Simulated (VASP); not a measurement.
# Mg7Te in VASP: notebook, part 2 of 2

VASP 6.6.1. Earlier steps stand in the parts before.

## Step 4: Single point, PBE

This run uses another cell than the first one, of 23.59 Å³/atom.

The input, INCAR:

```
SYSTEM = Mg7Te
PREC     = Accurate       ! precision mode
ENCUT    = 520            ! plane-wave cutoff, eV
EDIFF    = 1E-6           ! SCF threshold, eV
ISMEAR   = 0              ! smearing method
SIGMA    = 0.1            ! smearing width, eV
LREAL    = .FALSE.        ! projectors in reciprocal space
LASPH    = .TRUE.         ! aspherical terms in the spheres
NELM     = 80             ! most SCF steps
ALGO     = Fast           ! electronic algorithm
ISIF     = 2              ! what is computed and relaxed
LWAVE    = .FALSE.        ! write WAVECAR
LCHARG   = .FALSE.        ! write CHGCAR
GGA      = PE             ! functional
NBANDS   = 20             ! bands
```

The input, KPOINTS:

```
Automatic mesh
0
G
  6 6 6
  0 0 0
```

The input, POSCAR:

```
Mg7Te
1.0
    3.1821758445     -5.5117780111      0.0059333201
    3.1821758445      5.5117780111      0.0059333201
   -0.0568865852      0.0000000000      5.3788538303
Mg Te
7 1
Direct
    0.0027351916      0.5012884152      0.0001286148
    0.8299017212      0.1700982788      0.5000000000
    0.3334216509      0.6665783491      0.5000000000
    0.4986950677      0.5013049323      0.0000000000
    0.8298850331      0.6594359409      0.5002384693
    0.3405640591      0.1701149669      0.4997615307
    0.4987115848      0.9972648084      0.9998713852
    0.0000676359      0.9999323641      0.0000000000
```

Potentials or basis: VASP PAW PBE potentials, release 64 (Mg, Te).

Launch:

```sh
$ cat potpaw_PBE.64/Mg/POTCAR potpaw_PBE.64/Te/POTCAR > POTCAR
$ mpirun -np 1 vasp_std > vasp.out
```

OUTCAR:

```text
SYSTEM = Mg7Te
   PREC = Accurate
   ENCUT = 520
   EDIFF = 1E-6
   ISMEAR = 0
   LREAL = .FALSE.
   LASPH = .TRUE.
   NELM = 80
   ISIF = 2
   GGA = PE

 ion  position               nearest neighbor table
   1  0.003  0.501  0.000-   4 3.16   7 3.16   8 3.18   8 3.18   7 3.21   4 3.21   3 3.24   2 3.24
                             5 3.25   5 3.25   3 3.26   2 3.26
   2  0.830  0.170  0.500-   5 3.11   6 3.11   3 3.18   3 3.18   7 3.24   1 3.24   6 3.25   5 3.25
                             7 3.26   1 3.26   8 3.28   8 3.28
   3  0.333  0.667  0.500-   6 3.18   5 3.18   2 3.18   2 3.18   5 3.18   6 3.18   1 3.24   7 3.24
                             4 3.25   4 3.25   1 3.26   7 3.26
   4  0.499  0.501  0.000-   1 3.16   7 3.16   8 3.18   8 3.18   7 3.21   1 3.21   5 3.24   6 3.24
                             3 3.25   3 3.25   6 3.26   5 3.26
   5  0.830  0.659  0.500-   6 3.11   2 3.11   3 3.18   3 3.18   4 3.24   1 3.25   2 3.25   6 3.25
                             1 3.25   4 3.26   8 3.27   8 3.29
   6  0.341  0.170  0.500-   5 3.11   2 3.11   3 3.18   3 3.18   4 3.24   7 3.25   2 3.25   5 3.25
                             7 3.25   4 3.26   8 3.27   8 3.29
   7  0.499  0.997  1.000-   4 3.16   1 3.16   8 3.18   8 3.18   1 3.21   4 3.21   3 3.24   2 3.24
                             6 3.25   6 3.25   3 3.26   2 3.26
   8  0.000  1.000  0.000-   1 3.18   7 3.18   4 3.18   4 3.18   1 3.18   7 3.18   6 3.27   5 3.27
                             2 3.28   2 3.28   5 3.29   6 3.29

  LATTYP: Found a base centered monoclinic cell.
 ALAT       =     6.3643627520
 B/A-ratio  =     1.7320753785
 C/A-ratio  =     0.8451992520
 COS(beta)  =    -0.0087109174

  Lattice vectors:

 A1 = (   3.1821758445,  -5.5117780111,   0.0059333201)
 A2 = (   3.1821758445,   5.5117780111,   0.0059333201)
 A3 = (  -0.0568865852,   0.0000000000,   5.3788538303)

Analysis of symmetry for initial positions (statically):
=====================================================================
 Subroutine PRICEL returns:
 Original cell was already a primitive cell.

 Routine SETGRP: Setting up the symmetry group for a
 base centered monoclinic supercell.

 Subroutine GETGRP returns: Found  2 space group operations
 (whereof  2 operations were pure point group operations)
 out of a pool of  4 trial point group operations.

The static configuration has the point symmetry C_2 .

Analysis of symmetry for dynamics (positions and initial velocities):
=====================================================================
 Subroutine PRICEL returns:
 Original cell was already a primitive cell.

 Routine SETGRP: Setting up the symmetry group for a
 base centered monoclinic supercell.

 Subroutine GETGRP returns: Found  2 space group operations
 (whereof  2 operations were pure point group operations)
 out of a pool of  4 trial point group operations.

The dynamic configuration has the point symmetry C_2 .

 Subroutine INISYM returns: Found  2 space group operations
 (whereof  2 operations are pure point group operations),
 and found     1 'primitive' translations

----------------------------------------------------------------------------------------

                                     Primitive cell
[... 64 lines left out ...]
  0.166667  0.166667  0.000000      2.000000
  0.333333  0.166667  0.000000      4.000000
[... 16 lines left out ...]
 -0.333333  0.166667  0.166667      4.000000
 -0.166667  0.166667  0.166667      4.000000
 [... further k-points ...]
   k-points           NKPTS =     68   k-points in BZ     NKDIM =     68   number of bands    NBANDS=     20
   number of dos      NEDOS =    301   number of ions     NIONS =      8
   total plane-waves  NPLWV =  92160
   dimension x,y,z NGX =    48 NGY =   48 NGZ =   40
   dimension x,y,z NGXF=    96 NGYF=   96 NGZF=   80
   ions per type =               7   1
   NGX,Y,Z   is equivalent  to a cutoff of  12.54, 12.54, 12.36 a.u.
   NGXF,Y,Z  is equivalent  to a cutoff of  25.08, 25.08, 24.72 a.u.
 SYSTEM =  Mg7Te
   PREC   = accura    normal or accurate (medium, high low for compatibility)
   ISTART =      0    job   : 0-new  1-cont  2-samecut
   ICHARG =      2    charge: 1-file 2-atom 10-const
   ISPIN  =      1    spin polarized calculation?
   LNONCOLLINEAR =      F non collinear calculations
   LSORBIT =      F    spin-orbit coupling
   LASPH  =      T    aspherical Exc in radial PAW
   ENCUT  =  520.0 eV  38.22 Ry    6.18 a.u.  11.83 11.83 10.00*2*pi/ulx,y,z
   NELM   =     80;   NELMIN=  2; NELMDL= -5     # of ELM steps
   EDIFF  = 0.1E-05   stopping-criterion for ELM
   LREAL  =      F    real-space projection
   EDIFFG = 0.1E-04   stopping-criterion for IOM
   NSW    =      0    number of steps for IOM
   IBRION =     -1    ionic relax: 0-MD 1-quasi-New 2-CG
   NFREE  =      0    steps in history (QN), initial steepest desc. (CG)
   ISIF   =      2    stress and relaxation
   ISYM   =      2    0-nonsym 1-usesym 2-fastsym
   POTIM  = 0.5000    time-step for ionic-motion
   TEBEG  =    0.0;   TEEND  =   0.0 temperature during run
   PSTRESS=    0.0 pullay stress
   NELECT =      20.0000    total number of electrons
   NUPDOWN=      -1.0000    fix difference up-down
   EMIN   =  10.00;   EMAX   =-10.00  energy-range for DOS
   EFERMI =   0.00;   METHOD = LEGACY
   ISMEAR =     0;   SIGMA  =   0.10  broadening in eV -4-tet -1-fermi 0-gaus
   EFERMI_NEDOS =   21; number of points for ismear=-14 and -15
   IALGO  =     68    algorithm
   IMIX   =      4    mixing-type and parameters
     AMIX     =   0.40;   BMIX     =  1.00
     AMIX_MAG =   1.60;   BMIX_MAG =  1.00
  volume/ion in A,a.u.               =      23.59       159.17
  Fermi-wavevector in a.u.,A,eV,Ry     =   0.774765  1.464094  8.167048  0.600261
  Thomas-Fermi vector in A             =   1.876891
   LORBIT       =      0    0 simple, 1 ext, 2 COOP (PROOUT), +10 PAW based schemes
   GGA     = PE    functional components
   LHFCALC =     F    Hartree Fock is set to
   AEXX    =    0.0000 exact exchange contribution
   IVDW    =     0    specifies the selected vdW correction
   LEPSILON=     F    determine dielectric tensor
   LRPA    =     F    only Hartree local field effects (RPA)
 non-spin polarized calculation
 RMM-DIIS sequential band-by-band and
 Gauss-broadening in eV      SIGMA  =   0.10
  energy-cutoff  :      520.00
  volume of cell :      188.69
 maximum number of plane-waves:      5122
   NGX = 23   NGY = 23   NGZ = 21

 number of electron      20.0000001 magnetization

 Free energy of the ion-electron system (eV)
  ---------------------------------------------------
  ext. energy  EPLUGINS =         0.00000000
  ---------------------------------------------------
  free energy    TOTEN  =       -14.33509881 eV

  energy without entropy =      -14.31113464  energy(sigma->0) =      -14.32311672

 E-fermi :   3.7336     XC(G=0):  -8.7191

 val. band max:        3.7321823978   @ k =   0.5000   0.0000   0.0000
 cond. band min:       3.7781590587   @ k =  -0.0000  -0.0000   0.3333
 fundamental gap:      0.0459766609
 Fermi energy:         3.7336421580

 k-point     1 :       0.0000    0.0000    0.0000
  band No.  band energies     occupation
      1      -8.3001      2.00000
      2      -2.0893      2.00000
      3      -0.7462      2.00000
      4      -0.7460      2.00000
      5      -0.2207      2.00000
      6       1.4677      2.00000
[... 541 lines left out ...]
     19       7.3902      0.00000
     20       8.3335      0.00000

 [... further k-points ...]

------------------------ aborting loop because EDIFF is reached ----------------------------------------

  FORCE on cell =-STRESS in cart. coord.  units (eV):
  Direction    XX          YY          ZZ          XY          YZ          ZX
  --------------------------------------------------------------------------------------
  -------------------------------------------------------------------------------------
  Total       -0.1396715     -0.1394703     -0.1335304      0.0000000      0.0000000      0.0039563
  in kB       -1.1859716     -1.1842632     -1.1338266      0.0000000      0.0000000      0.0335937
  external PRESSURE =      -1.1680205 kB  Pullay stress =       0.0000000 kB

 VOLUME and BASIS-vectors are now :
 -----------------------------------------------------------------------------
  energy-cutoff  :      520.00
  volume of cell :      188.69
      direct lattice vectors                 reciprocal lattice vectors
     3.182175845 -5.511778011  0.005933320     0.157122097 -0.090714829  0.001661718
     3.182175845  5.511778011  0.005933320     0.157122097  0.090714829  0.001661718
    -0.056886585  0.000000000  5.378853830    -0.000346637  0.000000000  0.185909547

 POSITION                                       TOTAL-FORCE (eV/Angst)
 -----------------------------------------------------------------------------------
      1.60388      2.74791      0.00368         0.000075     -0.000124      0.000073
      3.15373     -3.63669      2.69536         0.000000      0.000824     -0.000000
      3.15373      1.83629      2.69536         0.000000     -0.000289      0.000000
      3.18218      0.01438      0.00593         0.000000      0.000045      0.000000
      4.71082     -0.93948      2.69955        -0.000745     -0.000403     -0.000141
      1.59664     -0.93948      2.69117         0.000745     -0.000403      0.000141
      4.70358      2.74791      5.38704        -0.000075     -0.000124     -0.000073
      3.18218      5.51103      0.00593         0.000000      0.000475      0.000000
 -----------------------------------------------------------------------------------
    total drift:                               -0.000000      0.000081      0.000000

  FREE ENERGIE OF THE ION-ELECTRON SYSTEM (eV)
  ---------------------------------------------------
  free  energy   TOTEN  =       -14.3350988077 eV

  energy  without entropy=      -14.3111346409  energy(sigma->0) =      -14.32311672
```

Run time: 6.7 min. Hardware: 1 thread of Intel Xeon 8259CL, shared host; peak memory 0.45 GiB.

Results:

| Property | Result |
| --- | --- |
| Free energy | -14.3351 eV |
| Pressure | -0.1 GPa |
| Band gap on the k mesh | zero (bands 10 and 11 overlap by 1.50 eV) |

Caveat: spin-orbit coupling is left out, which moves the levels of the heavy elements.

## Step 5: Summary

| task | cell | k mesh | cutoff (eV) | smearing | gap on the mesh (eV) | pressure (GPa) |
| --- | --- | --- | --- | --- | --- | --- |
| relaxation of cell and atoms | relaxed from a = 5.930, b = 5.930, c = 4.810 Å, angles 90.0, 90.0, 120.0°, 8 atoms, atomic positions A | 3 × 3 × 4 | 600 | gaussian 0.2 eV | none | -0.1 |
| single point | a = 6.361, b = 6.361, c = 5.381 Å, angles 90.0, 90.0, 120.0°, 8 atoms, atomic positions B | 6 × 6 × 6 | 520 | gaussian 0.1 eV | none | -0.1 |
| single point | a = 6.364, b = 6.364, c = 5.379 Å, angles 90.2, 90.2, 120.0°, 8 atoms, atomic positions C | 6 × 6 × 6 | 520 | gaussian 0.1 eV | none | -0.1 |

Alike in all rows: level PBE; potentials or basis VASP PAW PBE potentials, release 64 (Mg, Te); no spin polarisation.

Caveats: some runs use coarse meshes; spin-orbit coupling is left out, which moves the levels of the heavy elements; the volume moved by over 15 % at a fixed basis, so the end points are rough (at least some runs).

Absolute energies hang on the potentials; compare differences alone.

The gap in the log of VASP goes by the Fermi energy; the results here count the filled bands.